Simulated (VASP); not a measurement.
PdAu3: relaxation of cell and atoms with LDA

PdAu3:

```
Pd Au
1.0
     0.00000    3.23000    3.23000
     3.23000    0.00000    3.23000
     3.23000    3.23000    0.00000
Pd Au
1 3
Direct
  0.00000 0.00000 0.00000
  0.50000 0.50000 0.50000
  0.25000 0.25000 0.25000
  0.75000 0.75000 0.75000
```

* Program: VASP 6.6.1
* Task: relaxation of cell and atoms
* Functional: LDA
* Potentials or basis: VASP PAW LDA potentials, release 64 (Pd, Au)
* Cutoff: 500 eV
* k mesh: 6 × 6 × 6
* Occupations: methfessel-paxton, width 0.1 eV
* Spin: no spin polarisation
* Dipole correction: no
* Further INCAR settings: ALGO = Normal; EDIFF = 1e-07; IBRION = 2; EDIFFG = -0.01; NSW = 80; ISIF = 3

```json
{"Relaxed volume": "16.01 Å³/atom", "Relaxed cell": "a = 4.491 Å, b = 4.491 Å, c = 4.491 Å, α = 60.00°, β = 60.00°, γ = 60.00°", "Space group after relaxing (to 0.1 Å)": "Fm-3m (No. 225)", "Energy gained by relaxing": "23.9 meV/atom", "Ionic steps": "4", "Pressure after relaxing": "0.0 GPa", "Band gap on the k mesh": "zero (an odd number of electrons rules out a gap without spin polarisation)"}
```

The path:
```csv
step,energy change (eV),largest force (eV/Å),pressure (GPa),volume (Å³)
1,0.0000,0.0000,-8.48,67.40
2,0.1882,0.0000,20.06,59.07
3,-0.0953,0.0000,-0.28,64.11
4,-0.0954,0.0000,-0.05,64.03
```

Final structure:
```
Pd Au
1.0
     0.00000    3.17529    3.17529
     3.17529    0.00000    3.17529
     3.17529    3.17529    0.00000
Pd Au
1 3
Direct
  0.00000 0.00000 0.00000
  0.50000 0.50000 0.50000
  0.25000 0.25000 0.25000
  0.75000 0.75000 0.75000
```

Levels at points of the mesh, in eV from the Fermi level:
```tsv
k point	band 19	band 20	band 21	band 22	band 23	band 24
(0.00, 0.00, 0.00)	-0.84	-0.84	-0.84	3.68	5.16	7.13
(0.50, 0.00, 0.00)	-1.46	-1.26	-1.26	-0.67	4.72	6.03
(0.50, 0.50, 0.00)	-1.38	-0.55	-0.41	-0.41	-0.10	-0.10
```

It took 2.4 min on 1 thread of AMD EPYC 7R43 64-Core Processor (Zen 3), on a shared host, peak memory 0.15 GiB.

Caveat: spin-orbit coupling is left out, which moves the levels of the heavy elements.
